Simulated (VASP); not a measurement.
## TiAlF: relaxation of cell and atoms with PBE

The system is TiAlF.

```
Ti Al F
1.0
     3.71137    0.00000    0.00000
     0.00000    3.71137    0.00000
     0.00000    0.00000    6.63955
Ti Al F
2 2 2
Direct
  0.00000 0.00000 0.00000
  0.50000 0.50000 0.00000
  0.00000 0.50000 0.41369
  0.50000 0.00000 0.58631
  0.00000 0.50000 0.81851
  0.50000 0.00000 0.18149
```

The cell was built from a structure type or drawn by symmetry, and may not be a known phase.

```yaml
Program: VASP 6.6.1
Task: relaxation of cell and atoms
Functional: PBE
Potentials_or_basis: VASP PAW PBE potentials, release 64 (Ti_sv, Al, F)
Cutoff: 600 eV
k_mesh: 6 × 6 × 4
Occupations: gaussian, width 0.1 eV
Spin: no spin polarisation
Dipole_correction: no
Further_INCAR_settings: ALGO = Normal; EDIFF = 1e-06; IBRION = 2; EDIFFG = -0.04; NSW = 90; ISIF = 3
```

| Quantity | Value |
| --- | --- |
| Relaxed volume | 15.14 Å³/atom |
| Relaxed cell | a = 3.713 Å, b = 3.713 Å, c = 6.590 Å, α = 90.00°, β = 90.00°, γ = 90.00° |
| Space group after relaxing (to 0.1 Å) | P4/nmm (No. 129) |
| Energy gained by relaxing | 1.4 meV/atom |
| Ionic steps | 3 |
| Pressure after relaxing | 0.0 GPa |
| Largest force after relaxing | 0.031 eV/Å |
| Band gap on the k mesh | zero (bands 22 and 23 overlap by 1.83 eV) |

Forces on the atoms (eV/Å):
```
Ti   0.000  0.000  0.000
Ti   0.000  0.000  0.000
Al   0.000  0.000 -0.031
Al   0.000  0.000  0.031
F    0.000  0.000  0.007
F    0.000  0.000 -0.007
```

Step by step:
| step | energy change (eV) | largest force (eV/Å) | pressure (GPa) | volume (Å³) |
| --- | --- | --- | --- | --- |
| 1 | 0.0000 | 0.1605 | -0.12 | 91.45 |
| 2 | -0.0032 | 0.1295 | -0.13 | 91.30 |
| 3 | -0.0081 | 0.0311 | -0.03 | 90.84 |

Final structure:
```yaml
crystal:
  lattice:
    - [3.71266, 0.00000, 0.00000]
    - [0.00000, 3.71266, 0.00000]
    - [0.00000, 0.00000, 6.58995]
  atoms:
    - { symbol: Ti, position: [0.00000, 0.00000, 0.00000] }
    - { symbol: Ti, position: [0.50000, 0.50000, 0.00000] }
    - { symbol: Al, position: [0.00000, 0.50000, 0.40902] }
    - { symbol: Al, position: [0.50000, 0.00000, 0.59098] }
    - { symbol: F, position: [0.00000, 0.50000, 0.81609] }
    - { symbol: F, position: [0.50000, 0.00000, 0.18391] }
```

Levels at points of the mesh, in eV from the Fermi level:
| k point | band 20 | band 21 | band 22 | band 23 | band 24 | band 25 |
| --- | --- | --- | --- | --- | --- | --- |
| (0.00, 0.00, 0.00) | -1.38 | -0.39 | -0.33 | 1.06 | 1.13 | 1.13 |
| (0.50, 0.00, 0.00) | -1.30 | 0.12 | 0.12 | 0.65 | 0.65 | 1.52 |
| (0.50, 0.50, 0.00) | -2.27 | -0.80 | -0.80 | -0.75 | -0.75 | 1.23 |
| (0.00, 0.00, 0.50) | -1.61 | -0.59 | 1.07 | 1.07 | 1.31 | 1.95 |
| (0.50, 0.00, 0.50) | -1.65 | 0.10 | 0.10 | 0.12 | 0.12 | 1.67 |
| (0.50, 0.50, 0.50) | -2.16 | -0.98 | -0.98 | -0.63 | -0.63 | 1.26 |

It took 120 s on 1 thread of Intel(R) Xeon(R) 6975P-C (Granite Rapids) (shared host), peak memory 0.26 GiB.
